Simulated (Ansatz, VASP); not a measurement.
## AlNi in VASP and in Ansatz

The input POSCAR:

```
AlNi
1.0
    1.9386940000     -1.9531901500      0.0000000000
    1.9386940000      1.9531901500      0.0000000000
    0.0000000000      0.0000000000      3.0994300413
Al Ni
1 1
Direct
    0.0000000000      0.0000000000      0.0000000000
    0.5000000000      0.5000000000      0.5000000000
```

INCAR.step1

```
SYSTEM = AlNi
PREC = Accurate ; ENCUT = 520
ISMEAR = 0 ; SIGMA = 0.15
LREAL = .False. ; LASPH = .True.
NELM = 100 ; NBANDS = 14
GGA = PE ; ALGO = Normal
EDIFF = 1E-4 ; LWAVE = .True.
LCHARG = .False.
```

The input INCAR.step2:

```
SYSTEM = AlNi
PREC = Accurate ; ENCUT = 520
EDIFF = 1E-6 ; ISMEAR = 0
SIGMA = 0.15 ; LREAL = .False.
LASPH = .True. ; NELM = 100
ALGO = Normal ; ISIF = 2
LWAVE = .False. ; LCHARG = .False.
METAGGA = R2SCAN ; LMIXTAU = .True.
NBANDS = 14 ; ISTART = 1
```

KPOINTS

```
Automatic mesh
0
Gamma
  18 18 16
  0 0 0
```

Input for Ansatz:

```yaml
crystal:
  lattice:
    - [1.938694, -1.95319015, 0.0]
    - [1.938694, 1.95319015, 0.0]
    - [0.0, 0.0, 3.0994300413]
  atoms:
    - { symbol: Al, position: [0.0, 0.0, 0.0] }
    - { symbol: Ni, position: [0.5, 0.5, 0.5] }
basis:
  ecutwfc: 500
kpoints:
  mp_grid: { grid: [18, 18, 16] }
hamiltonian:
  xc: r2scan
scf:
  occupations: { method: gaussian, width: 0.15 }
output:
  forces: true
  stress: true
  eigenvalues: true
```

Alike in both runs: task single point; functional r2SCAN; k mesh 18 × 18 × 16; occupations gaussian, width 0.15 eV; no spin polarisation.

|  | VASP | Ansatz |
| --- | --- | --- |
| version | VASP 6.6.1 | Ansatz 0.2.0 |
| potentials or method | VASP PAW PBE potentials, release 64 (Al, Ni), cutoff 520 eV | scalar-relativistic, plane waves, PAW |
| valence electrons in the cell | 13 | 21 |

Ansatz gave:

| Property | Result |
| --- | --- |
| gap on the k mesh at the Fermi level (eV) | none |
| pressure (GPa) | 0.7 |
| traceless stress, the component that is largest in VASP (GPa) | -4.49 |

Q: Which values does VASP return?

A: gap on the k mesh at the Fermi level (eV): none; pressure (GPa): 0.5; traceless stress, the component that is largest in VASP (GPa): -4.65.

VASP's potentials were made for PBE, not for r2SCAN. A gap of «none» marks a metal or a gap that the smearing closes. VASP's potentials hold 13 valence electrons a cell and Ansatz's 21, so a difference there can come from the potentials and not from the codes.
